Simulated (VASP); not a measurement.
# TiSe2 (P-3m1) in VASP: notebook

Runs on TiSe2. Level: PBE. Tasks: single point, relaxation of cell and atoms.

Everything below comes from runs of VASP 6.6.1. Logs are shortened: lines on timing, memory, paths and dates and some standing lists are left out, and cuts for length are marked.

### Step 1. The cell of the first run

Symmetry: P-3m1, No. 164, trigonal system. The conventional cell has a = 3.365 Å, b = 3.365 Å, c = 5.585 Å, α = 90.00°, β = 90.00°, γ = 120.00°. Ti (site symmetry -3m) has 6 Se at 2.50 Å within 3.3 Å. Within 3.3 Å of Se (site symmetry 3m) lie 3 Ti at 2.50 Å and 3 Se at 3.13 Å.

### Step 2. Single point, PBE

Input file INCAR:

```
PREC = Accurate ; ENCUT = 500
EDIFF = 1E-6 ; ISMEAR = -1
SIGMA = 0.01 ; LREAL = F
LASPH = T ; NELM = 120
ALGO = Normal ; ISIF = 2
LWAVE = F ; LCHARG = F
GGA = PE ; NBANDS = 19
GGA_COMPAT = F
```

Input file KPOINTS:

```
regular mesh
0
Gamma
  16 16 8
```

Input file POSCAR:

```
TiSe2
1.0
    3.3648132393      0.0000000000      0.0000000000
   -1.6824066196      2.9140137442      0.0000000000
    0.0000000000      0.0000000000      5.5845079209
Ti Se
1 2
Direct
    0.0000000000      0.0000000000      0.0000000000
    0.3333333333      0.6666666667      0.2806235620
    0.6666666667      0.3333333333     -0.2806235620
```

Potentials or basis: VASP PAW PBE potentials, release 64 (Ti_sv, Se).

Command:

```bash
> cat potpaw_PBE.64/Ti_sv/POTCAR potpaw_PBE.64/Se/POTCAR > POTCAR
> mpirun -np 1 vasp_std > vasp.out
```

OUTCAR:

```text
PREC = Accurate
   ENCUT = 500
   EDIFF = 1E-6
   ISMEAR = -1
   LREAL = F
   LASPH = T
   NELM = 120
   ISIF = 2
   GGA = PE

 ion  position               nearest neighbor table
   1  0.000  0.000  0.000-   2 2.50   3 2.50   2 2.50   3 2.50   3 2.50   2 2.50
   2  0.333  0.667  0.281-   1 2.50   1 2.50   1 2.50
   3  0.667  0.333  0.719-   1 2.50   1 2.50   1 2.50

  LATTYP: Found a hexagonal cell.
 ALAT       =     3.3648132393
 C/A-ratio  =     1.6596784201

  Lattice vectors:

 A1 = (   3.3648132393,   0.0000000000,   0.0000000000)
 A2 = (  -1.6824066196,   2.9140137442,   0.0000000000)
 A3 = (   0.0000000000,   0.0000000000,   5.5845079209)

Analysis of symmetry for initial positions (statically):
=====================================================================
 Subroutine PRICEL returns:
 Original cell was already a primitive cell.

 Routine SETGRP: Setting up the symmetry group for a
 hexagonal supercell.

 Subroutine GETGRP returns: Found 12 space group operations
 (whereof 12 operations were pure point group operations)
 out of a pool of 24 trial point group operations.

The static configuration has the point symmetry D_3d.

Analysis of symmetry for dynamics (positions and initial velocities):
=====================================================================
 Subroutine PRICEL returns:
 Original cell was already a primitive cell.

 Routine SETGRP: Setting up the symmetry group for a
 hexagonal supercell.

 Subroutine GETGRP returns: Found 12 space group operations
 (whereof 12 operations were pure point group operations)
 out of a pool of 24 trial point group operations.

The dynamic configuration has the point symmetry D_3d.

 Subroutine INISYM returns: Found 12 space group operations
 (whereof 12 operations are pure point group operations),
 and found     1 'primitive' translations

----------------------------------------------------------------------------------------

                                     Primitive cell

  volume of cell :      54.7567

  direct lattice vectors                    reciprocal lattice vectors
     3.364813239  0.000000000  0.000000000     0.297193315  0.171584640  0.000000000
    -1.682406620  2.914013744  0.000000000     0.000000000  0.343169281  0.000000000
[... 77 lines left out ...]
 SYSTEM =  unknown system
   PREC   = accura    normal or accurate (medium, high low for compatibility)
   ISTART =      0    job   : 0-new  1-cont  2-samecut
   ICHARG =      2    charge: 1-file 2-atom 10-const
   ISPIN  =      1    spin polarized calculation?
   LNONCOLLINEAR =      F non collinear calculations
   LSORBIT =      F    spin-orbit coupling
   LASPH  =      T    aspherical Exc in radial PAW
   ENCUT  =  500.0 eV  36.75 Ry    6.06 a.u.   6.13  6.13 10.18*2*pi/ulx,y,z
   NELM   =    120;   NELMIN=  2; NELMDL= -5     # of ELM steps
   EDIFF  = 0.1E-05   stopping-criterion for ELM
   LREAL  =      F    real-space projection
   EDIFFG = 0.1E-04   stopping-criterion for IOM
   NSW    =      0    number of steps for IOM
   IBRION =     -1    ionic relax: 0-MD 1-quasi-New 2-CG
   NFREE  =      0    steps in history (QN), initial steepest desc. (CG)
   ISIF   =      2    stress and relaxation
   ISYM   =      2    0-nonsym 1-usesym 2-fastsym
   POTIM  = 0.5000    time-step for ionic-motion
   TEBEG  =    0.0;   TEEND  =   0.0 temperature during run
   PSTRESS=    0.0 pullay stress
   NELECT =      24.0000    total number of electrons
   NUPDOWN=      -1.0000    fix difference up-down
   EMIN   =  10.00;   EMAX   =-10.00  energy-range for DOS
   EFERMI =   0.00;   METHOD = LEGACY
   ISMEAR =    -1;   SIGMA  =   0.01  broadening in eV -4-tet -1-fermi 0-gaus
   EFERMI_NEDOS =   21; number of points for ismear=-14 and -15
   IALGO  =     38    algorithm
   IMIX   =      4    mixing-type and parameters
     AMIX     =   0.40;   BMIX     =  1.00
     AMIX_MAG =   1.60;   BMIX_MAG =  1.00
  volume/ion in A,a.u.               =      18.25       123.17
  Fermi-wavevector in a.u.,A,eV,Ry     =   1.243558  2.349984 21.040550  1.546437
  Thomas-Fermi vector in A             =   2.377864
   LORBIT       =      0    0 simple, 1 ext, 2 COOP (PROOUT), +10 PAW based schemes
   GGA     = PE    functional components
   LHFCALC =     F    Hartree Fock is set to
   AEXX    =    0.0000 exact exchange contribution
   IVDW    =     0    specifies the selected vdW correction
   LEPSILON=     F    determine dielectric tensor
   LRPA    =     F    only Hartree local field effects (RPA)
 non-spin polarized calculation
  energy-cutoff  :      500.00
  volume of cell :       54.76
 maximum number of plane-waves:      1410
 NGX is ok and might be reduce to    28
   NGX = 13   NGY = 13   NGZ = 21

 number of electron      23.9999999 magnetization

 Free energy of the ion-electron system (eV)
  ---------------------------------------------------
  ext. energy  EPLUGINS =         0.00000000
  ---------------------------------------------------
  free energy    TOTEN  =       -17.80742716 eV

  energy without entropy =      -17.80703087  energy(sigma->0) =      -17.80722901

 E-fermi :   6.7213     XC(G=0): -10.9251

 val. band max:        6.7119074206   @ k =   0.5000   0.0000   0.0000
 cond. band min:       6.7259815180   @ k =   0.0625   0.0000   0.5000
 fundamental gap:      0.0140740974
 Fermi energy:         6.7213278219

 k-point     1 :       0.0000    0.0000    0.0000
  band No.  band energies     occupation
      1     -50.5158      2.00000
      2     -26.7876      2.00000
      3     -26.7423      2.00000
      4     -26.7423      2.00000
      5      -8.2141      2.00000
      6      -6.0148      2.00000
[... 505 lines left out ...]
      6      -5.6309      2.00000
[... 11 lines left out ...]
     18      13.6404      0.00000
     19      15.4279      0.00000

 [... further k-points ...]
[... 5 lines left out ...]
  --------------------------------------------------------------------------------------
  -------------------------------------------------------------------------------------
  Total        4.1374231      4.1374231      4.1580085      0.0000000     -0.0000000      0.0000000
  in kB      121.0606630    121.0606630    121.6629895      0.0000000     -0.0000000      0.0000000
  external PRESSURE =     121.2614385 kB  Pullay stress =       0.0000000 kB

 VOLUME and BASIS-vectors are now :
 -----------------------------------------------------------------------------
  energy-cutoff  :      500.00
  volume of cell :       54.76
      direct lattice vectors                 reciprocal lattice vectors
     3.364813239  0.000000000  0.000000000     0.297193315  0.171584640  0.000000000
    -1.682406620  2.914013744  0.000000000     0.000000000  0.343169281  0.000000000
     0.000000000  0.000000000  5.584507921     0.000000000  0.000000000  0.179066807

 POSITION                                       TOTAL-FORCE (eV/Angst)
 -----------------------------------------------------------------------------------
      0.00000      0.00000      0.00000         0.000000      0.000000      0.000000
     -0.00000      1.94268      1.56714        -0.000000      0.000000      0.019448
      1.68241      0.97134      4.01736         0.000000     -0.000000     -0.019448
 -----------------------------------------------------------------------------------
    total drift:                               -0.000000     -0.000000      0.000000

  FREE ENERGIE OF THE ION-ELECTRON SYSTEM (eV)
  ---------------------------------------------------
  free  energy   TOTEN  =       -17.8074271586 eV

  energy  without entropy=      -17.8070308670  energy(sigma->0) =      -17.80722901
```

OSZICAR:

```text
N       E                     dE             d eps       ncg     rms          rms(c)
DAV:   1     0.204785806298E+03    0.20479E+03   -0.11309E+04  8094   0.124E+03
DAV:   2    -0.901157849737E+00   -0.20569E+03   -0.19913E+03  8432   0.334E+02
DAV:   3    -0.193866770999E+02   -0.18486E+02   -0.18001E+02 11258   0.942E+01
DAV:   4    -0.201165552770E+02   -0.72988E+00   -0.72734E+00 10629   0.172E+01
DAV:   5    -0.201360797575E+02   -0.19524E-01   -0.19514E-01 11002   0.267E+00    0.130E+01
DAV:   6    -0.191872287278E+02    0.94885E+00   -0.28523E+01  9123   0.392E+01    0.959E+00
DAV:   7    -0.179838339082E+02    0.12034E+01   -0.17083E+01  9898   0.271E+01    0.491E+00
DAV:   8    -0.178296768877E+02    0.15416E+00   -0.19040E+00  9298   0.107E+01    0.154E+00
DAV:   9    -0.178064568609E+02    0.23220E-01   -0.23850E-01  9511   0.384E+00    0.453E-01
DAV:  10    -0.178075237148E+02   -0.10669E-02   -0.74140E-03  9310   0.736E-01    0.140E-01
DAV:  11    -0.178076077877E+02   -0.84073E-04   -0.43004E-03 11982   0.439E-01    0.131E-01
DAV:  12    -0.178074252063E+02    0.18258E-03   -0.83475E-04  9751   0.201E-01    0.347E-02
DAV:  13    -0.178074290079E+02   -0.38015E-05   -0.24827E-05  9384   0.402E-02    0.127E-02
DAV:  14    -0.178074273120E+02    0.16959E-05   -0.10898E-05  9280   0.219E-02    0.201E-03
DAV:  15    -0.178074271586E+02    0.15341E-06   -0.50218E-07  5418   0.585E-03
   1 F= -.17807427E+02 E0= -.17807229E+02  d E =-.396292E-03
```

stdout:

```text
POSCAR found type information on POSCAR TiSe
 POSCAR found :  2 types and       3 ions
 scaLAPACK will be used
 LDA part: xc-table for (Slater+PW92), standard interpolation
 POSCAR, INCAR and KPOINTS ok, starting setup
 FFT: planning ... GRIDC
 FFT: planning ... GRID_SOFT
 FFT: planning ... GRID
 WAVECAR not read
 entering main loop
```

Run time: 3.9 min. Hardware: 1 thread of AMD EPYC 7R43 (Zen 3), shared host; peak memory 0.29 GiB.

What came out:

```yaml
Free_energy: -17.8074 eV
Pressure: 12.1 GPa
Largest_force: 0.019 eV/Å
Band_gap_on_the_k_mesh: zero (band 12 reaches 7.39 eV, above the bottom of band 13 at 6.30 eV)
```

Forces on the atoms (eV/Å):
```
Ti   0.000  0.000  0.000
Se   0.000  0.000  0.019
Se   0.000  0.000 -0.019
```

Levels at points of the mesh, in eV from the Fermi level:
| k point | band 9 | band 10 | band 11 | band 12 | band 13 | band 14 | band 15 | band 16 |
| --- | --- | --- | --- | --- | --- | --- | --- | --- |
| (0.00, 0.00, 0.00) | -2.19 | 0.50 | 0.67 | 0.67 | 0.86 | 0.93 | 0.93 | 3.36 |
| (0.50, 0.00, 0.00) | -3.25 | -3.06 | -2.18 | -1.60 | -0.01 | 1.82 | 2.28 | 3.45 |
| (0.00, 0.00, 0.50) | -2.04 | -2.04 | 0.34 | 0.34 | 0.63 | 0.63 | 1.53 | 4.16 |
| (0.50, 0.00, 0.50) | -3.07 | -2.74 | -0.88 | -0.56 | -0.42 | 1.81 | 2.27 | 3.08 |

### Step 3. Relaxation of cell and atoms, PBE, target pressure 12 GPa, at which the enthalpy is minimised

This run uses another cell than the first one, of 21.73 Å³/atom, 1.191 times its volume.

Input file INCAR:

```
PREC = Accurate ; ENCUT = 500
EDIFF = 1E-7 ; ISMEAR = -1
SIGMA = 0.01 ; LREAL = F
LASPH = T ; NELM = 120
ALGO = Normal ; ISIF = 3
LWAVE = F ; LCHARG = F
GGA = PE ; IBRION = 2
NSW = 80 ; EDIFFG = -0.002
PSTRESS = 120.0 ; GGA_COMPAT = F
NELMIN = 4
```

Input file KPOINTS:

```
Automatic mesh
0
Gamma
  16 16 8
```

Input file POSCAR:

```
TiSe2
1.0
    3.5400000000      0.0000000000      0.0000000000
   -1.7700000000      3.0657299294      0.0000000000
    0.0000000000      0.0000000000      6.0080000000
Ti Se
1 2
Direct
    0.0000000000      0.0000000000      0.0000000000
    0.3333333333      0.6666666667      0.2550000000
    0.6666666667      0.3333333333     -0.2550000000
```

Potentials or basis: VASP PAW PBE potentials, release 64 (Ti_sv, Se).

Command:

```bash
> cat potpaw_PBE.64/Ti_sv/POTCAR potpaw_PBE.64/Se/POTCAR > POTCAR
> mpirun -np 1 vasp_std > vasp.out
```

It took 44 min on 1 thread of AMD EPYC 7R43 (Zen 3), shared host; peak memory 0.34 GiB.

It converged, with:

* Free energy: -17.8120 eV
* Relaxed volume: 18.27 Å³/atom
* Relaxed cell: a = 3.366 Å, b = 3.366 Å, c = 5.586 Å, α = 90.00°, β = 90.00°, γ = 120.00°
* Space group after relaxing (to 0.05 Å): P-3m1 (No. 164)
* Energy change on relaxing (the enthalpy is what falls): +121.0 meV/atom
* Ionic steps: 19
* Pressure after relaxing: 12.0 GPa
* Band gap on the k mesh: zero (band 12 reaches 7.39 eV, above the bottom of band 13 at 6.29 eV)

The path:
| step | energy change (eV) | largest force (eV/Å) | pressure (GPa) | volume (Å³) |
| --- | --- | --- | --- | --- |
| 1 | 0.0000 | 0.0727 | 1.43 | 65.20 |
| 2 | 1.0110 | 2.8283 | 29.03 | 52.59 |
| 3 | 0.2417 | 1.1992 | 11.87 | 58.91 |
| 4 | 0.2551 | 0.7518 | 11.72 | 57.33 |
| 5 | 0.3675 | 0.0455 | 11.91 | 55.08 |
| 6 | 0.3846 | 0.0196 | 12.45 | 54.57 |
| 7 | 0.4018 | 0.0063 | 12.81 | 54.30 |
| 8 | 0.4038 | 0.0092 | 12.85 | 54.28 |
| 9 | 0.3353 | 0.1726 | 10.62 | 55.21 |
| 10 | 0.3748 | 0.0759 | 11.95 | 54.65 |
| 11 | 0.3681 | 0.0193 | 12.03 | 54.73 |
| 12 | 0.3660 | 0.0001 | 12.05 | 54.76 |
| 13 | 0.3670 | 0.0093 | 12.03 | 54.75 |
| 14 | 0.3671 | 0.0106 | 12.04 | 54.74 |
| 15 | 0.3637 | 0.0096 | 11.97 | 54.79 |
| 16 | 0.3603 | 0.0085 | 11.90 | 54.83 |
| 17 | 0.3621 | 0.0090 | 11.93 | 54.81 |
| 18 | 0.3633 | 0.0037 | 12.01 | 54.79 |
| 19 | 0.3631 | 0.0015 | 11.99 | 54.80 |

Final structure:
```
CELL_PARAMETERS angstrom
3.36550 0.00000 0.00000
-1.68275 2.91461 0.00000
0.00000 0.00000 5.58628
ATOMIC_POSITIONS crystal
Ti 0.00000 0.00000 0.00000
Se 0.33333 0.66667 0.28075
Se 0.66667 0.33333 0.71925
```

Levels at points of the mesh, in eV from the Fermi level:
| k point | band 9 | band 10 | band 11 | band 12 | band 13 | band 14 | band 15 | band 16 |
| --- | --- | --- | --- | --- | --- | --- | --- | --- |
| (0.00, 0.00, 0.00) | -2.18 | 0.49 | 0.67 | 0.67 | 0.86 | 0.93 | 0.93 | 3.35 |
| (0.50, 0.00, 0.00) | -3.25 | -3.06 | -2.18 | -1.59 | -0.01 | 1.82 | 2.28 | 3.45 |
| (0.00, 0.00, 0.50) | -2.03 | -2.03 | 0.34 | 0.34 | 0.64 | 0.64 | 1.52 | 4.15 |
| (0.50, 0.00, 0.50) | -3.07 | -2.73 | -0.88 | -0.56 | -0.42 | 1.81 | 2.27 | 3.08 |

Caveat: the cell is relaxed towards a set pressure, so the enthalpy falls and the energy may rise; the volume moved by over 15 % at a fixed basis, so the end points are rough; this functional lacks dispersion, which binds the layers, so the pressure and a relaxed spacing across them are unreliable.
